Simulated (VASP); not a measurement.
Set up this calculation in VASP 6.6.1, as the native input.

- Task: single point
- Functional: PBEsol
- Potentials or basis: VASP PAW PBE potentials, release 64 (K_sv, Cl)
- Cutoff: 520 eV
- k mesh: 7 × 7 × 7
- Occupations: fermi-dirac, width 0.01 eV
- Spin: no spin polarisation
- Dipole correction: no
- Further INCAR settings: ALGO = Normal; EDIFF = 1e-06; NBANDS = 15

The structure of KCl lies in POSCAR:

```
KCl
1.0
    3.6340000000      0.0000000000      0.0000000000
    0.0000000000      3.6340000000      0.0000000000
    0.0000000000      0.0000000000      3.5613200000
K Cl
1 1
Direct
    0.0000000000      0.0000000000      0.0000000000
    0.5000000000      0.5000000000      0.5000000000
```

This cell differs from its parent crystal: zz strain of -2 %.

The input as run:

INCAR

```
PREC     = Accurate       # precision mode
ENCUT    = 520            # plane-wave cutoff, eV
EDIFF    = 1E-6           # SCF threshold, eV
ISMEAR   = -1             # smearing method
SIGMA    = 0.01           # smearing width, eV
LREAL    = False          # projectors in reciprocal space
LASPH    = True           # aspherical terms in the spheres
NELM     = 60             # most SCF steps
ALGO     = Normal         # electronic algorithm
ISIF     = 2              # what is computed and relaxed
LWAVE    = False          # write WAVECAR
LCHARG   = False          # write CHGCAR
GGA      = PS             # functional
NBANDS   = 15             # bands
```

KPOINTS

```
Automatic mesh
0
Gamma
  7 7 7
```

Potentials or basis: VASP PAW PBE potentials, release 64 (K_sv, Cl).

Launch:

```bash
$ cat potpaw_PBE.64/K_sv/POTCAR potpaw_PBE.64/Cl/POTCAR > POTCAR
$ mpirun -np 1 vasp_std > vasp.out
```

Results of the run:

| Quantity | Value |
| --- | --- |
| Pressure | 3.1 GPa |
| Band gap on the k mesh | 5.42 eV, indirect (least direct gap 5.61 eV) |

Caveat: the cell differs from its parent crystal (zz strain of -2 %); the PAW data sets were made with another functional, which shifts forces and pressure a little.

Run time: 16 s on 1 thread of Intel(R) Xeon(R) Platinum 8259CL CPU @ 2.50GHz (Skylake/Cascade Lake), with other jobs on the host, peak memory 0.17 GiB.
